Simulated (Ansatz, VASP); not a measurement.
# Two plane-wave programs on Al2BC3

```
CELL_PARAMETERS angstrom
3.52920 0.00000 0.00000
-1.76460 3.05638 0.00000
0.00000 0.00000 7.06846
ATOMIC_POSITIONS crystal
Al 0.66667 0.33333 0.23765
Al 0.66667 0.33333 0.76235
B 0.00000 0.00000 0.00000
C 0.00000 0.00000 0.50000
C 0.33333 0.66667 0.00000
C 0.33333 0.66667 0.50000
```

Change from the starting cell: species swapped into the Ce2CoSi3 type (P-6m2, No. 187).

Alike in both runs: task relaxation of cell and atoms; functional PBE; k mesh 6 × 6 × 4; occupations gaussian, width 0.1 eV; no spin polarisation.

```csv
,VASP,Ansatz
version,VASP 6.6.1,Ansatz 0.2.0
potentials or method,"VASP PAW PBE potentials, release 64 (Al, B_h, C_h), cutoff 910 eV","scalar-relativistic, plane waves, PAW"
valence electrons in the cell,21,21
```

```csv
,VASP,Ansatz,Ansatz less VASP
"gap on the k mesh at the Fermi level, each at its own relaxed structure (eV)",none,none,-
relaxed volume (Å³/atom),9.82,11.33,+1.505
relaxed length of the cell vector where the two differ most in proportion (Å),9.787,11.338,+1.5517
```

A gap of «none» marks a metal or a gap that the smearing closes. One of these differences is far larger than is usual between the two programs; its cause wasn't traced.

Noted on VASP's run: the cutoff is under 1.25 times that of the potentials, so the pressure is a little rough; the volume moved by over 15 % at a fixed basis, so the end points are rough.
